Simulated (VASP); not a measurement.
Here is a VASP 6.6.1 calculation.

INCAR

```
SYSTEM = Ni
PREC = Accurate
ENCUT = 520
EDIFF = 1E-6
ISMEAR = -1
SIGMA = 0.1
LREAL = .FALSE.
LASPH = .TRUE.
NELM = 150
ALGO = Normal
ISIF = 2
LWAVE = .FALSE.
LCHARG = .FALSE.
ISPIN = 2
MAGMOM = 2 0
LORBIT = 11
LMAXMIX = 4
GGA = PS
NBANDS = 21
```

The input KPOINTS:

```
regular mesh
0
G
  7 14 14
  0 0 0
```

The input POSCAR:

```
Ni
1.0
    0.0000000000      3.5359000000      3.5359000000
    1.7679500000      0.0000000000      1.7679500000
    1.7679500000      1.7679500000      0.0000000000
Ni
2
Direct
    0.0000000000      0.0000000000      0.0000000000
    0.5000000000      0.0000000000      0.0000000000
```

Potentials or basis: VASP PAW PBE potentials, release 64 (Ni).

Run with:

```sh
$ cat potpaw_PBE.64/Ni/POTCAR > POTCAR
$ mpirun -np 1 vasp_std > vasp.out
```

**Question.** Estimate the pressure.

**Answer.** -11.9 GPa.

**Question.** What does it give for the net moment?

**Answer.** 1.20 μB per cell.

**Question.** Estimate the site moments.

**Answer.** Ni +0.61 μB.

Caveat: the cell stands under tension; the PAW data sets were made with another functional, which shifts forces and pressure a little.
